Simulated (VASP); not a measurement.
Wanted: the native input for a VASP 6.6.1 run.

- Task: relaxation of shape and atoms at fixed volume
- Functional: r2SCAN
- Potentials or basis: VASP PAW PBE potentials, release 64 (C)
- Cutoff: 600 eV
- k mesh: 12 × 12 × 2
- Occupations: gaussian, width 0.02 eV
- Spin: no spin polarisation
- Dipole correction: no
- Further INCAR settings: ALGO = Normal; EDIFF = 1e-06; IBRION = 2; EDIFFG = -0.01; NSW = 50; ISIF = 4

Crystal: C.

```
C
1.0
     2.56173    0.00000    0.00000
    -1.28087    2.21852    0.00000
     0.00000    0.00000   12.63412
C
12
Direct
  0.00000 0.00000 0.18680
  0.00000 0.00000 0.68680
  0.00000 0.00000 0.31320
  0.00000 0.00000 0.81320
  0.33333 0.66667 0.52076
  0.66667 0.33333 0.02076
  0.33333 0.66667 0.97924
  0.66667 0.33333 0.47924
  0.33333 0.66667 0.64506
  0.66667 0.33333 0.14506
  0.33333 0.66667 0.85494
  0.66667 0.33333 0.35494
```

The input as run:

POSCAR

```
C
1.0
    2.5617308429      0.0000000000      0.0000000000
   -1.2808654215      2.2185239876      0.0000000000
    0.0000000000      0.0000000000     12.6341218489
C
12
Direct
    0.0000000000      0.0000000000      0.1868010341
    0.0000000000      0.0000000000      0.6868010341
    0.0000000000      0.0000000000      0.3131989659
    0.0000000000      0.0000000000      0.8131989659
    0.3333333333      0.6666666667      0.5207568266
    0.6666666667      0.3333333333      0.0207568266
    0.3333333333      0.6666666667      0.9792431734
    0.6666666667      0.3333333333      0.4792431734
    0.3333333333      0.6666666667      0.6450589408
    0.6666666667      0.3333333333      0.1450589408
    0.3333333333      0.6666666667      0.8549410592
    0.6666666667      0.3333333333      0.3549410592
```

INCAR.step1

```
PREC = Accurate
ENCUT = 600
ISMEAR = 0
SIGMA = 0.02
LREAL = F
LASPH = T
NELM = 100
GGA = PE
ALGO = Normal
EDIFF = 1E-4
LWAVE = T
LCHARG = F
```

INCAR.step2

```
PREC = Accurate
ENCUT = 600
EDIFF = 1E-6
ISMEAR = 0
SIGMA = 0.02
LREAL = F
LASPH = T
NELM = 100
ALGO = Normal
ISIF = 4
LWAVE = F
LCHARG = F
METAGGA = R2SCAN
LMIXTAU = T
IBRION = 2
NSW = 50
EDIFFG = -0.01
ISTART = 1
```

KPOINTS

```
Automatic mesh
0
Gamma
  12 12 2
```

Potentials or basis: VASP PAW PBE potentials, release 64 (C).

Run with:

```bash
$ cat potpaw_PBE.64/C/POTCAR > POTCAR
$ cp INCAR.step1 INCAR
$ mpirun -np 1 vasp_std > vasp.out
$ cp INCAR.step2 INCAR
$ mpirun -np 1 vasp_std > vasp.out
```

It gave:

```yaml
Energy_gained_by_relaxing: 0.0 meV/atom
Ionic_steps: 3
Pressure_after_relaxing: -23.4 GPa
Largest_force_after_relaxing: 0.004 eV/Å
Band_gap_on_the_k_mesh: 4.51 eV (least direct gap 5.51 eV)
```

Caveat: the PAW data sets were made with another functional, which shifts forces and pressure a little.

It took 12 min on 1 thread of Intel(R) Xeon(R) Platinum 8259CL CPU @ 2.50GHz (Skylake/Cascade Lake) (shared host), peak memory 0.24 GiB.
